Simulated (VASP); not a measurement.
# BP (F-43m) in VASP: vibrations by perturbation theory with LDA

Aim: the vibrations by perturbation theory of BP with LDA.

All numbers are computed with VASP 6.6.1; they aren't measurements. Logs are shortened: lines on timing, memory, paths and dates and some standing lists are left out, and cuts for length are marked.

## (1) The cell of the first run

It takes space group F-43m (No. 216, cubic). Conventional cell: a = 4.492 Å, b = 4.492 Å, c = 4.492 Å, α = 90.00°, β = 90.00°, γ = 90.00°. B (site symmetry -43m) has 4 P at 1.94 Å within 2.6 Å. P (site symmetry -43m) has 4 B at 1.94 Å within 2.6 Å.

## (2) Vibrations by perturbation theory, LDA

Input file INCAR:

```
ALGO     = Normal         # electronic algorithm
EDIFF    = 1E-8           # SCF threshold, eV
ENCUT    = 500            # plane-wave cutoff, eV
GGA      = CA             # functional
GGA_COMPAT= False        
IBRION   = 8              # ionic algorithm
ISIF     = 2              # what is computed and relaxed
ISMEAR   = 0              # smearing method
LASPH    = True           # aspherical terms in the spheres
LCHARG   = False          # write CHGCAR
LREAL    = False          # projectors in reciprocal space
LWAVE    = False          # write WAVECAR
NBANDS   = 11             # bands
NELM     = 120            # most SCF steps
NSW      = 1              # ionic steps
PREC     = Accurate       # precision mode
SIGMA    = 0.01           # smearing width, eV
```

Input file KPOINTS:

```
k-points
0
Gamma
  6 6 6
```

Input file POSCAR:

```
BP
1.0
    0.0000000000      2.2458268461      2.2458268461
    2.2458268461      0.0000000000      2.2458268461
    2.2458268461      2.2458268461      0.0000000000
B P
1 1
Direct
    0.0000000000      0.0000000000      0.0000000000
    0.2500000000      0.2500000000      0.2500000000
```

Potentials or basis: VASP PAW LDA potentials, release 64 (B, P).

The run is started by

```console
$ cat potpaw_LDA.64/B/POTCAR potpaw_LDA.64/P/POTCAR > POTCAR
$ mpirun -np 1 vasp_std > vasp.out
```

OUTCAR:

```text
EDIFF = 1E-8
   ENCUT = 500
   GGA = CA
   IBRION = 8
   ISIF = 2
   ISMEAR = 0
   LASPH = True
   LREAL = False
   NELM = 120
   NSW = 1
   PREC = Accurate

 ion  position               nearest neighbor table
   1  0.000  0.000  0.000-   2 1.94   2 1.94   2 1.94   2 1.94
   2  0.250  0.250  0.250-   1 1.94   1 1.94   1 1.94   1 1.94

  LATTYP: Found a face centered cubic cell.
 ALAT       =     4.4916536922

  Lattice vectors:

 A1 = (   0.0000000000,   2.2458268461,   2.2458268461)
 A2 = (   2.2458268461,   0.0000000000,   2.2458268461)
 A3 = (   2.2458268461,   2.2458268461,   0.0000000000)

Analysis of symmetry for initial positions (statically):
=====================================================================
 Subroutine PRICEL returns:
 Original cell was already a primitive cell.

 Routine SETGRP: Setting up the symmetry group for a
 face centered cubic supercell.

 Subroutine GETGRP returns: Found 24 space group operations
 (whereof 24 operations were pure point group operations)
 out of a pool of 48 trial point group operations.

The static configuration has the point symmetry T_d .

Analysis of symmetry for dynamics (positions and initial velocities):
=====================================================================
 Subroutine PRICEL returns:
 Original cell was already a primitive cell.

 Routine SETGRP: Setting up the symmetry group for a
 face centered cubic supercell.

 Subroutine GETGRP returns: Found 24 space group operations
 (whereof 24 operations were pure point group operations)
 out of a pool of 48 trial point group operations.

The dynamic configuration has the point symmetry T_d .

 Subroutine INISYM returns: Found 24 space group operations
 (whereof 24 operations are pure point group operations),
 and found     1 'primitive' translations

----------------------------------------------------------------------------------------

[... 372 lines left out ...]
  external PRESSURE =      -1.0842372 kB  Pullay stress =       0.0000000 kB

 VOLUME and BASIS-vectors are now :
 -----------------------------------------------------------------------------
  energy-cutoff  :      500.00
  volume of cell :       22.65
      direct lattice vectors                 reciprocal lattice vectors
     0.000000000  2.245826846  2.245826846    -0.222635151  0.222635151  0.222635151
     2.245826846  0.000000000  2.245826846     0.222635151 -0.222635151  0.222635151
     2.245826846  2.245826846  0.000000000     0.222635151  0.222635151 -0.222635151

 POSITION                                       TOTAL-FORCE (eV/Angst)
 -----------------------------------------------------------------------------------
      0.00000      0.00000      0.00000         0.000000      0.000000      0.000000
      1.12291      1.12291      1.12291        -0.000000     -0.000000     -0.000000
 -----------------------------------------------------------------------------------
    total drift:                                0.000000      0.000000      0.000000

  FREE ENERGIE OF THE ION-ELECTRON SYSTEM (eV)
  ---------------------------------------------------
  free  energy   TOTEN  =       -14.3811460093 eV

  energy  without entropy=      -14.3811460093  energy(sigma->0) =      -14.38114601

[... ionic steps 2 to 3 ...]

--------------------------------------- Ionic step        4  -------------------------------------------

------------------------ aborting loop because EDIFF is reached ----------------------------------------

[... ionic steps 5 to 6 ...]

--------------------------------------- Ionic step        7  -------------------------------------------

 Free energy of the ion-electron system (eV)
  ---------------------------------------------------
  ---------------------------------------------------
  free energy    TOTEN  =        -0.04122382 eV

  energy without entropy =       -0.04122382

------------------------ aborting loop because EDIFF is reached ----------------------------------------

 INTERNAL STRAIN TENSOR  FOR ION    2  DIRECTION 1   (eV/Angst):
 -----------------------------------------------------------------------------
     0.00379  0.00000  0.00000
     0.00000  0.00210 -7.33593
     0.00000 -7.33593  0.00210

 INTERNAL STRAIN TENSOR FOR ION    2 for displacements in x,y,z  (eV/Angst):
          X           Y           Z          XY          YZ          ZX
  --------------------------------------------------------------------------------
  x     0.00000    -0.00000    -0.00000     0.00000    -7.33593     0.00000
  y    -0.00000     0.00000    -0.00000     0.00000     0.00000    -7.33593
  z    -0.00000    -0.00000     0.00000    -7.33593     0.00000     0.00000

 SECOND DERIVATIVES (NOT SYMMETRIZED)
 ------------------------------------
               1X          1Y          1Z          2X          2Y          2Z
  1X   -19.840325    0.000000    0.000000   19.840325    0.000000    0.000000
  1Y     0.000000  -19.840325    0.000000    0.000000   19.840325    0.000000
  1Z     0.000000    0.000000  -19.840325    0.000000    0.000000   19.840325
  2X    19.851118    0.000000    0.000000  -19.851118    0.000000    0.000000
  2Y     0.000000   19.851118    0.000000    0.000000  -19.851118    0.000000
  2Z     0.000000    0.000000   19.851118    0.000000    0.000000  -19.851118

 Eigenvectors and eigenvalues of the dynamical matrix
 ----------------------------------------------------

   1 f  =   24.599954 THz   154.566072 2PiTHz  820.566152 cm-1   101.737191 meV
             X         Y         Z           dx          dy          dz
      0.000000  0.000000  0.000000    -0.860910    0.000000    0.000000
      1.122913  1.122913  1.122913     0.508757    0.000000    0.000000
[... 21 lines left out ...]
   6 f/i=    0.002930 THz     0.018409 2PiTHz    0.097728 cm-1     0.012117 meV
             X         Y         Z           dx          dy          dz
      0.000000  0.000000  0.000000     0.000000   -0.508757    0.000000
      1.122913  1.122913  1.122913     0.000000   -0.860910    0.000000

--------------------------------------------------------------------------------------------------------

 ELASTIC MODULI CONTR FROM IONIC RELAXATION (kBar)
 Direction    XX          YY          ZZ          XY          YZ          ZX
 --------------------------------------------------------------------------------
 XX          -0.0000      0.0000      0.0000     -0.0000      0.0000     -0.0000
 YY           0.0000     -0.0000     -0.0000     -0.0000     -0.0000      0.0000
 ZZ           0.0000     -0.0000     -0.0000      0.0000     -0.0000     -0.0000
 XY          -0.0000     -0.0000      0.0000   -203.5867      0.0000      0.0000
 YZ           0.0000     -0.0000     -0.0000      0.0000   -203.5867      0.0000
 ZX          -0.0000      0.0000     -0.0000      0.0000      0.0000   -203.5867
 --------------------------------------------------------------------------------
```

It took 10 s on 1 thread of Intel Xeon 6975P-C (Granite Rapids), shared host; peak memory 0.15 GiB.

Results:

```yaml
Highest_phonon_frequency_at_Γ_LO-TO_splitting_left_out: 821 cm⁻¹
```

Phonon frequencies in cm⁻¹ (negative: imaginary):
```
              q point        frequencies
(0.000, 0.000, 0.000)  0 0 0 821 821 821
```

Caveat: the k points lie up to 0.40 Å⁻¹ apart.
